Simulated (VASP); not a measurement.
Write the native input for VASP 6.6.1 that does the following.

| Quantity | Value |
| --- | --- |
| Task | electric field gradients |
| Functional | LDA |
| Potentials or basis | VASP PAW LDA potentials, release 64 (Zn, Se) |
| Cutoff | 520 eV |
| k mesh | 8 × 8 × 8 |
| Occupations | fermi-dirac, width 0.03 eV |
| Spin | no spin polarisation |
| Dipole correction | no |
| Further INCAR settings | ALGO = Normal; EDIFF = 1e-08; NBANDS = 16 |

The structure of ZnSe lies in POSCAR:

```
ZnSe
1.0
    0.0000000000      2.8525674344      2.8525674344
    2.8525674344      0.0000000000      2.8525674344
    2.8525674344      2.8525674344      0.0000000000
Zn Se
1 1
Direct
    0.0000000000      0.0000000000      0.0000000000
    0.7500000000      0.7500000000      0.7500000000
```

These files were run (other wordings do the same):

INCAR

```
ALGO = Normal ; EDIFF = 1E-8
ENCUT = 520 ; GGA = CA
ISIF = 2 ; ISMEAR = -1
LASPH = T ; LCHARG = F
LEFG = T ; LREAL = F
LWAVE = F ; NBANDS = 16
NELM = 100 ; PREC = Accurate
SIGMA = 0.03
```

KPOINTS

```
k-points
0
Gamma
  8 8 8
```

Potentials or basis: VASP PAW LDA potentials, release 64 (Zn, Se).

Launch:

```sh
$ cat potpaw_LDA.64/Zn/POTCAR potpaw_LDA.64/Se/POTCAR > POTCAR
$ mpirun -np 1 vasp_std > vasp.out
```

It gave:

```json
{
  "Pressure": "-4.2 GPa",
  "Band gap on the k mesh": "0.99 eV",
  "Largest electric field gradient by atom": "zero within the noise of the run"
}
```

Caveat: the cell stands under tension.

Wall time 39 s on 1 thread of Intel Xeon 8259CL (shared host), peak memory 0.16 GiB.
